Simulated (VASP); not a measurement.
PbS, 64 atoms in the cell. The structure is cubic, space group Fm-3m (No. 225). Conventional cell: a = 5.900 Å, b = 5.900 Å, c = 5.900 Å, α = 90.00°, β = 90.00°, γ = 90.00°. S (site symmetry m-3m) has 6 Pb at 2.95 Å within 3.9 Å. Pb (site symmetry m-3m) has 6 S at 2.95 Å within 3.9 Å. 

```yaml
Program: VASP 6.6.1
Task: single point
Functional: PBEsol
Potentials_or_basis: VASP PAW PBE potentials, release 64 (S, Pb_d)
Cutoff: 520 eV
k_mesh: 1 × 1 × 1
Occupations: fermi-dirac, width 0.05 eV
Spin: no spin polarisation
Dipole_correction: no
Further_INCAR_settings: LREAL = Auto; ALGO = Normal; EDIFF = 1e-06; NBANDS = 358
```

Potentials or basis: VASP PAW PBE potentials, release 64 (S, Pb_d).

Run with:

```sh
$ cat potpaw_PBE.64/S/POTCAR potpaw_PBE.64/Pb_d/POTCAR > POTCAR
$ mpirun -np 1 vasp_gam > vasp.out
```

Hardware: 1 thread of Intel(R) Xeon(R) Platinum 8488C (Sapphire Rapids), on a shared host.

Question: Estimate the wall time of this run.

Answer: Run time: 20 min on 1 thread of Intel(R) Xeon(R) Platinum 8488C (Sapphire Rapids), on a shared host, peak memory 1.4 GiB. Counts: scf iterations 17, k points 1.
